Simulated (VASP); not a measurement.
Here is a VASP 6.6.1 calculation.

INCAR

```
ALGO = Normal
EDIFF = 1E-7
ENCUT = 520
GGA = PE
ISIF = 2
ISMEAR = 0
LASPH = T
LCHARG = F
LREAL = Auto
LWAVE = F
NBANDS = 78
NELM = 80
PREC = Accurate
SIGMA = 0.1
```

Contents of KPOINTS:

```
k-points
0
Gamma
  1 1 1
```

Contents of POSCAR:

```
Ta9C7
1.0
    0.0000000000      4.4754013011     -4.4754013011
    4.4754013011      4.4754013011      0.0000000000
    4.4754013011      0.0000000000     -4.4754013011
Ta C
9 7
Direct
    0.5195256609      0.4804743391     -0.0195256609
    0.5195256609      0.0195256609     -0.0195256609
    1.0000000000      0.5000000000      0.0000000000
    0.9804743391      0.0195256609     -0.0195256609
    0.5195256609      0.4804743391      0.5195256609
    0.5000000000      0.0000000000      0.5000000000
    0.9804743391      0.4804743391      0.5195256609
    0.9804743391      0.0195256609      0.5195256609
    0.2500000000      0.7500000000      0.2500000000
    0.2500000000      0.2500000000      0.2500000000
    0.7500000000      0.7500000000      0.2500000000
    0.7500000000      0.2500000000      0.2500000000
    0.2500000000      0.7500000000      0.7500000000
    0.2500000000      0.2500000000      0.7500000000
    0.7500000000      0.7500000000      0.7500000000
    0.7500000000      0.2500000000      0.7500000000
```

Potentials or basis: VASP PAW PBE potentials, release 64 (Ta_pv, C).

Launch:

```bash
$ cat potpaw_PBE.64/Ta_pv/POTCAR potpaw_PBE.64/C/POTCAR > POTCAR
$ mpirun -np 1 vasp_gam > vasp.out
```

Question: What does it give for the largest force?

Answer: 0.024 eV/Å.

Question: Predict the pressure.

Answer: 41.2 GPa.

Forces on the atoms (eV/Å):
```
Ta  -0.024  0.000  0.000
Ta   0.000  0.024  0.000
Ta   0.000  0.000  0.000
Ta   0.000  0.000  0.024
Ta   0.000  0.000 -0.024
Ta   0.000  0.000  0.000
Ta   0.000 -0.024  0.000
Ta   0.024  0.000  0.000
Ta   0.000  0.000  0.000
C    0.000  0.000  0.000
C    0.000  0.000  0.000
C    0.000  0.000  0.000
C    0.000  0.000  0.000
C    0.000  0.000  0.000
C    0.000  0.000  0.000
C    0.000  0.000  0.000
```

Caveat: the k points lie up to 1.22 Å⁻¹ apart.
